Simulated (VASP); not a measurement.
# TaN (P-62m) in VASP: notebook

Runs on TaN. Level: r2SCAN. Tasks: single point.

All numbers are computed with VASP 6.6.1; they aren't measurements. Logs are shortened: lines on timing, memory, paths and dates and some standing lists are left out, and cuts for length are marked.

## Step 1: The cell of the first run

It takes space group P-62m (No. 189, hexagonal). The conventional cell has a = 5.116 Å, b = 5.116 Å, c = 3.007 Å, α = 90.00°, β = 90.00°, γ = 120.00°. Ta (site symmetry -6) has 6 N at 2.18 Å within 2.9 Å. Within 2.7 Å of Ta (site symmetry -62m) lie 3 N at 2.01 Å. N (site symmetry m2m) has 5 Ta at 2.01 to 2.18 Å within 2.7 Å.

## Step 2: Single point, r2SCAN

Input file POSCAR:

```
TaN
1.0
    5.1157501595      0.0000000000      0.0000000000
   -2.5578750797      4.4303695975      0.0000000000
    0.0000000000      0.0000000000      3.0065802745
Ta N
3 3
Direct
    0.3333333333      0.6666666667      0.5000000000
    0.6666666667      0.3333333333      0.5000000000
    0.0000000000      0.0000000000      0.0000000000
    0.3924063645      0.0000000000      0.0000000000
    0.6075936355      0.6075936355      0.0000000000
    0.0000000000      0.3924063645      0.0000000000
```

Input file INCAR.step1:

```
PREC     = Accurate       # precision mode
ENCUT    = 520            # plane-wave cutoff, eV
ISMEAR   = 0              # smearing method
SIGMA    = 0.15           # smearing width, eV
LREAL    = False          # projectors in reciprocal space
LASPH    = True           # aspherical terms in the spheres
NELM     = 80             # most SCF steps
NBANDS   = 33             # bands
GGA      = PE             # functional
ALGO     = Normal         # electronic algorithm
EDIFF    = 1E-4           # SCF threshold, eV
LWAVE    = True           # write WAVECAR
LCHARG   = False          # write CHGCAR
```

Input file INCAR.step2:

```
PREC     = Accurate       # precision mode
ENCUT    = 520            # plane-wave cutoff, eV
EDIFF    = 1E-6           # SCF threshold, eV
ISMEAR   = 0              # smearing method
SIGMA    = 0.15           # smearing width, eV
LREAL    = False          # projectors in reciprocal space
LASPH    = True           # aspherical terms in the spheres
NELM     = 80             # most SCF steps
ALGO     = Normal         # electronic algorithm
ISIF     = 2              # what is computed and relaxed
LWAVE    = False          # write WAVECAR
LCHARG   = False          # write CHGCAR
METAGGA  = R2SCAN         # meta-GGA
LMIXTAU  = True         
NBANDS   = 33             # bands
ISTART   = 1
```

Input file KPOINTS:

```
Automatic mesh
0
Gamma
  12 12 18
```

Potentials or basis: VASP PAW PBE potentials, release 64 (Ta_pv, N).

Command:

```sh
> cat potpaw_PBE.64/Ta_pv/POTCAR potpaw_PBE.64/N/POTCAR > POTCAR
> cp INCAR.step1 INCAR
> mpirun -np 1 vasp_std > vasp.out
> cp INCAR.step2 INCAR
> mpirun -np 1 vasp_std > vasp.out
```

OUTCAR:

```text
PREC = Accurate
   ENCUT = 520
   EDIFF = 1E-6
   ISMEAR = 0
   LREAL = False
   LASPH = True
   NELM = 80
   ISIF = 2
   METAGGA = R2SCAN
   ISTART = 1

 ion  position               nearest neighbor table
   1  0.333  0.667  0.500-   4 2.18   4 2.18   6 2.18   6 2.18   5 2.18   5 2.18   2 2.95   2 2.95
                             2 2.95   3 3.31   3 3.31   3 3.31   3 3.31   3 3.31   3 3.31
   2  0.667  0.333  0.500-   6 2.18   6 2.18   4 2.18   4 2.18   5 2.18   5 2.18   1 2.95   1 2.95
                             1 2.95   3 3.31   3 3.31   3 3.31   3 3.31   3 3.31   3 3.31
   3  0.000  0.000  0.000-   6 2.01   5 2.01   4 2.01   2 3.31   1 3.31   1 3.31   2 3.31   1 3.31
                             1 3.31   2 3.31   2 3.31   2 3.31   2 3.31   1 3.31   1 3.31
   4  0.392  0.000  0.000-   3 2.01   1 2.18   1 2.18   2 2.18   2 2.18
   5  0.608  0.608  0.000-   3 2.01   2 2.18   2 2.18   1 2.18   1 2.18
   6  0.000  0.392  0.000-   3 2.01   2 2.18   2 2.18   1 2.18   1 2.18

  LATTYP: Found a hexagonal cell.
 ALAT       =     5.1157501595
 C/A-ratio  =     0.5877105372

  Lattice vectors:

 A1 = (   5.1157501595,   0.0000000000,   0.0000000000)
 A2 = (  -2.5578750797,   4.4303695975,   0.0000000000)
 A3 = (   0.0000000000,   0.0000000000,   3.0065802745)

Analysis of symmetry for initial positions (statically):
=====================================================================
 Subroutine PRICEL returns:
 Original cell was already a primitive cell.

 Routine SETGRP: Setting up the symmetry group for a
 hexagonal supercell.

 Subroutine GETGRP returns: Found 12 space group operations
 (whereof 12 operations were pure point group operations)
 out of a pool of 24 trial point group operations.

The static configuration has the point symmetry D_3h.

Analysis of symmetry for dynamics (positions and initial velocities):
=====================================================================
 Subroutine PRICEL returns:
 Original cell was already a primitive cell.

 Routine SETGRP: Setting up the symmetry group for a
 hexagonal supercell.

 Subroutine GETGRP returns: Found 12 space group operations
 (whereof 12 operations were pure point group operations)
 out of a pool of 24 trial point group operations.

The dynamic configuration has the point symmetry D_3h.

 Subroutine INISYM returns: Found 12 space group operations
 (whereof 12 operations are pure point group operations),
[... 104 lines left out ...]
   EDIFF  = 0.1E-05   stopping-criterion for ELM
   LREAL  =      F    real-space projection
   EDIFFG = 0.1E-04   stopping-criterion for IOM
   NSW    =      0    number of steps for IOM
   IBRION =     -1    ionic relax: 0-MD 1-quasi-New 2-CG
   NFREE  =      0    steps in history (QN), initial steepest desc. (CG)
   ISIF   =      2    stress and relaxation
   ISYM   =      2    0-nonsym 1-usesym 2-fastsym
   POTIM  = 0.5000    time-step for ionic-motion
   TEBEG  =    0.0;   TEEND  =   0.0 temperature during run
   PSTRESS=    0.0 pullay stress
   NELECT =      48.0000    total number of electrons
   NUPDOWN=      -1.0000    fix difference up-down
   EMIN   =  10.00;   EMAX   =-10.00  energy-range for DOS
   EFERMI =   0.00;   METHOD = LEGACY
   ISMEAR =     0;   SIGMA  =   0.15  broadening in eV -4-tet -1-fermi 0-gaus
   EFERMI_NEDOS =   21; number of points for ismear=-14 and -15
   IALGO  =     38    algorithm
   IMIX   =      4    mixing-type and parameters
     AMIX     =   0.40;   BMIX     =  1.00
     AMIX_MAG =   1.60;   BMIX_MAG =  1.00
  volume/ion in A,a.u.               =      11.36        76.64
  Fermi-wavevector in a.u.,A,eV,Ry     =   1.456625  2.752623 28.868264  2.121758
  Thomas-Fermi vector in A             =   2.573522
   LORBIT       =      0    0 simple, 1 ext, 2 COOP (PROOUT), +10 PAW based schemes
   METAGGA = R2SCAN    functional components
   LHFCALC =     F    Hartree Fock is set to
   AEXX    =    0.0000 exact exchange contribution
   IVDW    =     0    specifies the selected vdW correction
   LEPSILON=     F    determine dielectric tensor
   LRPA    =     F    only Hartree local field effects (RPA)
 non-spin polarized calculation
 Gauss-broadening in eV      SIGMA  =   0.15
  energy-cutoff  :      520.00
  volume of cell :       68.14
 maximum number of plane-waves:      1859
 NGX is ok and might be reduce to    40

 number of electron      48.0000000 magnetization

 Free energy of the ion-electron system (eV)
  ---------------------------------------------------
  ext. energy  EPLUGINS =         0.00000000
  ---------------------------------------------------
  free energy    TOTEN  =      -181.13905506 eV

  energy without entropy =     -181.13292749  energy(sigma->0) =     -181.13599128

 E-fermi :   8.3672     XC(G=0): -13.9853

 val. band max:        8.3090531791   @ k =   0.1667   0.0833   0.3889
 cond. band min:       8.3717923682   @ k =   0.1667   0.0833   0.1667
 fundamental gap:      0.0627391891
 Fermi energy:         8.3671969005

 k-point     1 :       0.0000    0.0000    0.0000
  band No.  band energies     occupation
      1     -29.2912      2.00000
      2     -29.2912      2.00000
      3     -28.8979      2.00000
      4     -28.8979      2.00000
      5     -28.8198      2.00000
      6     -28.6882      2.00000
[... 853 lines left out ...]
     32      12.2264      0.00000
     33      12.4335      0.00000

 [... further k-points ...]

------------------------ aborting loop because EDIFF is reached ----------------------------------------

  FORCE on cell =-STRESS in cart. coord.  units (eV):
  Direction    XX          YY          ZZ          XY          YZ          ZX
  --------------------------------------------------------------------------------------
  -------------------------------------------------------------------------------------
  Total        4.1645483      4.1645483     -6.2325033      0.0000000      0.0000000      0.0000000
  in kB       97.9166155     97.9166155   -146.5382543      0.0000000      0.0000000      0.0000000
  external PRESSURE =      16.4316589 kB  Pullay stress =       0.0000000 kB

 VOLUME and BASIS-vectors are now :
 -----------------------------------------------------------------------------
  energy-cutoff  :      520.00
  volume of cell :       68.14
      direct lattice vectors                 reciprocal lattice vectors
     5.115750160  0.000000000  0.000000000     0.195474753  0.112857401  0.000000000
    -2.557875080  4.430369598  0.000000000     0.000000000  0.225714803  0.000000000
     0.000000000  0.000000000  3.006580275     0.000000000  0.000000000  0.332603792

 POSITION                                       TOTAL-FORCE (eV/Angst)
 -----------------------------------------------------------------------------------
     -0.00000      2.95358      1.50329         0.000000      0.000000      0.000000
      2.55788      1.47679      1.50329         0.000000      0.000000      0.000000
      0.00000      0.00000      0.00000         0.000000     -0.000000      0.000000
      2.00745      0.00000      0.00000         0.258371      0.000000     -0.000000
      1.55415      2.69186      0.00000        -0.129185     -0.223756      0.000000
     -1.00373      1.73851      0.00000        -0.129185      0.223756      0.000000
 -----------------------------------------------------------------------------------
    total drift:                                0.000002      0.000003      0.000000

  FREE ENERGIE OF THE ION-ELECTRON SYSTEM (eV)
  ---------------------------------------------------
  free  energy   TOTEN  =      -181.1390550588 eV

  energy  without entropy=     -181.1329274931  energy(sigma->0) =     -181.13599128
```

OUTCAR.step1:

```text
PREC = Accurate
   ENCUT = 520
   ISMEAR = 0
   LREAL = False
   LASPH = True
[... 1104 lines left out ...]
      0.00000      0.00000      0.00000         0.000000     -0.000000      0.000000
      2.00745      0.00000      0.00000         0.367611     -0.000000     -0.000000
      1.55415      2.69186      0.00000        -0.183805     -0.318360     -0.000000
     -1.00373      1.73851      0.00000        -0.183805      0.318360      0.000000
 -----------------------------------------------------------------------------------
    total drift:                               -0.000002     -0.000003      0.000000

  FREE ENERGIE OF THE ION-ELECTRON SYSTEM (eV)
  ---------------------------------------------------
  free  energy   TOTEN  =       -67.3137960480 eV

  energy  without entropy=      -67.3070705715  energy(sigma->0) =      -67.31043331
```

OSZICAR.step1:

```text
N       E                     dE             d eps       ncg     rms          rms(c)
DAV:   1     0.448670865927E+03    0.44867E+03   -0.25950E+04 12556   0.152E+03
DAV:   2    -0.474991139914E+02   -0.49617E+03   -0.47200E+03 14341   0.451E+02
DAV:   3    -0.768061528187E+02   -0.29307E+02   -0.28818E+02 15318   0.106E+02
DAV:   4    -0.773978374223E+02   -0.59168E+00   -0.58782E+00 15650   0.148E+01
DAV:   5    -0.774119464104E+02   -0.14109E-01   -0.14093E-01 16022   0.181E+00    0.434E+01
DAV:   6    -0.675506024691E+02    0.98613E+01   -0.49771E+01 16241   0.380E+01    0.179E+01
DAV:   7    -0.673834651243E+02    0.16714E+00   -0.24281E+00 15496   0.840E+00    0.108E+01
DAV:   8    -0.673334752289E+02    0.49990E-01   -0.41846E-01 15189   0.382E+00    0.117E+00
DAV:   9    -0.673142558240E+02    0.19219E-01   -0.55655E-02 15881   0.154E+00    0.348E-01
DAV:  10    -0.673139213926E+02    0.33443E-03   -0.10284E-02 15443   0.529E-01    0.184E-01
DAV:  11    -0.673138418280E+02    0.79565E-04   -0.21083E-03 16336   0.289E-01    0.465E-02
DAV:  12    -0.673137960480E+02    0.45780E-04   -0.20311E-04 11130   0.867E-02
   1 F= -.67313796E+02 E0= -.67310433E+02  d E =-.672548E-02
```

Run time: 27 min. Hardware: 1 thread of Intel Xeon Platinum 8259CL at 2.50GHz (Skylake/Cascade Lake), shared host; peak memory 0.44 GiB.

Results:

```
Free energy            : -181.1391 eV
Pressure               : 1.6 GPa
Largest force          : 0.258 eV/Å
Band gap on the k mesh : zero (band 24 reaches 9.57 eV, above the bottom of band 25 at 7.21 eV)
```

Forces on the atoms (eV/Å):
```
Ta   0.000  0.000  0.000
Ta   0.000  0.000  0.000
Ta   0.000  0.000  0.000
N    0.258  0.000  0.000
N   -0.129 -0.224  0.000
N   -0.129  0.224  0.000
```

Levels at points of the mesh, in eV from the Fermi level:
| k point | band 22 | band 23 | band 24 | band 25 | band 26 | band 27 |
| --- | --- | --- | --- | --- | --- | --- |
| (0.00, 0.00, 0.00) | -3.92 | -1.63 | -0.91 | -0.91 | 0.25 | 0.25 |
| (0.50, 0.00, 0.00) | -3.84 | -2.87 | -2.66 | 0.94 | 1.73 | 2.08 |
| (0.00, 0.00, 0.50) | -3.05 | -3.05 | 1.21 | 2.17 | 2.17 | 2.62 |
| (0.50, 0.00, 0.50) | -3.47 | -2.38 | -0.82 | 0.51 | 1.60 | 3.02 |

Caveat: the PAW data sets were made with another functional, which shifts forces and pressure a little; spin-orbit coupling is left out, which moves the levels of the heavy elements.

## Step 3: Single point, r2SCAN

This run uses another cell than the first one, of the same volume but with other edges.

Changes to POSCAR since step 2:

```diff
@@ -2,5 +2,5 @@
 1.0
-    5.1157501595      0.0000000000      0.0000000000
-   -2.5578750797      4.4303695975      0.0000000000
-    0.0000000000      0.0000000000      3.0065802745
+    4.8930390017      0.0000000000      0.0000000000
+   -2.4465195008      4.2374960771      0.0000000000
+    0.0000000000      0.0000000000      3.2865035204
 Ta N
```

Input file INCAR.step1:

```
PREC = Accurate
ENCUT = 520
ISMEAR = 0
SIGMA = 0.15
LREAL = False
LASPH = True
NELM = 80
NBANDS = 33
GGA = PE
ALGO = Normal
EDIFF = 1E-4
LWAVE = True
LCHARG = False
```

Input file INCAR.step2:

```
PREC = Accurate
ENCUT = 520
EDIFF = 1E-6
ISMEAR = 0
SIGMA = 0.15
LREAL = False
LASPH = True
NELM = 80
ALGO = Normal
ISIF = 2
LWAVE = False
LCHARG = False
METAGGA = R2SCAN
LMIXTAU = True
NBANDS = 33
ISTART = 1
```

KPOINTS is that of step 2.

Potentials or basis: VASP PAW PBE potentials, release 64 (Ta_pv, N).

Command:

```sh
> cat potpaw_PBE.64/Ta_pv/POTCAR potpaw_PBE.64/N/POTCAR > POTCAR
> cp INCAR.step1 INCAR
> mpirun -np 1 vasp_std > vasp.out
> cp INCAR.step2 INCAR
> mpirun -np 1 vasp_std > vasp.out
```

Run time: 5.8 min. Hardware: 1 thread of Intel Xeon 6975P-C (Granite Rapids), shared host; peak memory 0.43 GiB.

It converged, with:

```
Free energy            : -179.1868 eV
Pressure               : 7.4 GPa
Largest force          : 1.326 eV/Å
Band gap on the k mesh : zero (band 24 reaches 7.77 eV, above the bottom of band 25 at 7.57 eV)
```

Forces in eV/Å, atoms in the order of the input:
```
Ta   0.000  0.000  0.000
Ta   0.000  0.000  0.000
Ta   0.000  0.000  0.000
N    1.326  0.000  0.000
N   -0.663 -1.148  0.000
N   -0.663  1.148  0.000
```

Stress tensor (GPa, compression positive):
```
 32.86   0.00   0.00
  0.00  32.86   0.00
  0.00   0.00 -43.60
```

Levels at points of the mesh, in eV from the Fermi level:
```
           k point  band 21  band 22  band 23  band 24  band 25  band 26  band 27  band 28
(0.00, 0.00, 0.00)    -3.90    -3.90    -0.22    -0.22    -0.22    -0.22    -0.09     1.52
(0.50, 0.00, 0.00)    -3.76    -2.52    -1.96    -1.70     0.50     2.09     2.10     2.46
(0.00, 0.00, 0.50)    -3.65    -2.43    -2.43    -0.22     2.98     2.98     3.76     3.76
(0.50, 0.00, 0.50)    -3.04    -2.54    -2.36    -0.04     1.07     2.23     2.32     2.40
```

Caveat: the PAW data sets were made with another functional, which shifts forces and pressure a little; spin-orbit coupling is left out, which moves the levels of the heavy elements.

## Step 4: Single point, r2SCAN

This run uses another cell than the first one, of the same volume but with other edges.

Changes to POSCAR since step 3:

```diff
@@ -2,5 +2,5 @@
 1.0
-    4.8930390017      0.0000000000      0.0000000000
-   -2.4465195008      4.2374960771      0.0000000000
-    0.0000000000      0.0000000000      3.2865035204
+    5.0370337921      0.0000000000      0.0000000000
+   -2.5185168960      4.3621992237      0.0000000000
+    0.0000000000      0.0000000000      3.1012853520
 Ta N
```

Input file INCAR.step1:

```
SYSTEM = TaN
PREC = Accurate ; ENCUT = 520
ISMEAR = 0 ; SIGMA = 0.15
LREAL = .FALSE. ; LASPH = .TRUE.
NELM = 80 ; NBANDS = 33
GGA = PE ; ALGO = Normal
EDIFF = 1E-4 ; LWAVE = .TRUE.
LCHARG = .FALSE.
```

Input file INCAR.step2:

```
SYSTEM = TaN
PREC = Accurate ; ENCUT = 520
EDIFF = 1E-6 ; ISMEAR = 0
SIGMA = 0.15 ; LREAL = .FALSE.
LASPH = .TRUE. ; NELM = 80
ALGO = Normal ; ISIF = 2
LWAVE = .FALSE. ; LCHARG = .FALSE.
METAGGA = R2SCAN ; LMIXTAU = .TRUE.
NBANDS = 33 ; ISTART = 1
```

Input file KPOINTS:

```
regular mesh
0
G
  12 12 18
  0 0 0
```

Command:

```sh
> cat potpaw_PBE.64/Ta_pv/POTCAR potpaw_PBE.64/N/POTCAR > POTCAR
> cp INCAR.step1 INCAR
> mpirun -np 1 vasp_std > vasp.out
> cp INCAR.step2 INCAR
> mpirun -np 1 vasp_std > vasp.out
```

It took 10 min on 1 thread of Intel Xeon 6975P-C (Granite Rapids), shared host; peak memory 0.44 GiB.

Results (log left out):

| Item | Value |
| --- | --- |
| Free energy | -180.6820 eV |
| Pressure | 2.8 GPa |
| Largest force | 0.565 eV/Å |
| Band gap on the k mesh | zero (band 24 reaches 8.86 eV, above the bottom of band 25 at 7.21 eV) |

Forces in eV/Å, atoms in the order of the input:
```
Ta   0.000  0.000  0.000
Ta   0.000  0.000  0.000
Ta   0.000  0.000  0.000
N    0.565  0.000  0.000
N   -0.282 -0.489  0.000
N   -0.282  0.489  0.000
```

Stress tensor (GPa, compression positive):
```
 17.52   0.00   0.00
  0.00  17.52   0.00
  0.00   0.00 -26.77
```

Levels at points of the mesh, in eV from the Fermi level:
| k point | band 22 | band 23 | band 24 | band 25 | band 26 | band 27 |
| --- | --- | --- | --- | --- | --- | --- |
| (0.00, 0.00, 0.00) | -4.07 | -1.16 | -0.74 | -0.74 | -0.04 | -0.04 |
| (0.50, 0.00, 0.00) | -3.40 | -2.62 | -2.48 | 0.70 | 1.72 | 2.05 |
| (0.00, 0.00, 0.50) | -2.94 | -2.94 | 0.60 | 2.43 | 2.43 | 2.99 |
| (0.50, 0.00, 0.50) | -3.40 | -2.47 | -0.57 | 0.61 | 1.78 | 2.59 |

Caveat: the PAW data sets were made with another functional, which shifts forces and pressure a little; spin-orbit coupling is left out, which moves the levels of the heavy elements.

## Step 5: Overview

| cell | gap on the mesh (eV) | pressure (GPa) | largest force (eV/Å) |
| --- | --- | --- | --- |
| a = 5.116, b = 5.116, c = 3.007 Å, angles 90.0, 90.0, 120.0°, 6 atoms | none | 1.6 | 0.26 |
| a = 4.893, b = 4.893, c = 3.287 Å, angles 90.0, 90.0, 120.0°, 6 atoms | none | 7.4 | 1.33 |
| a = 5.037, b = 5.037, c = 3.101 Å, angles 90.0, 90.0, 120.0°, 6 atoms | none | 2.8 | 0.56 |

Alike in all rows: task single point; level r2SCAN; potentials or basis VASP PAW PBE potentials, release 64 (Ta_pv, N); no spin polarisation; k mesh 12 × 12 × 18; cutoff (eV) 520; smearing gaussian 0.15 eV.

Caveats: the PAW data sets were made with another functional, which shifts forces and pressure a little; spin-orbit coupling is left out, which moves the levels of the heavy elements.

Total energies depend on the potentials used, so only differences within one code and one set of settings carry meaning.
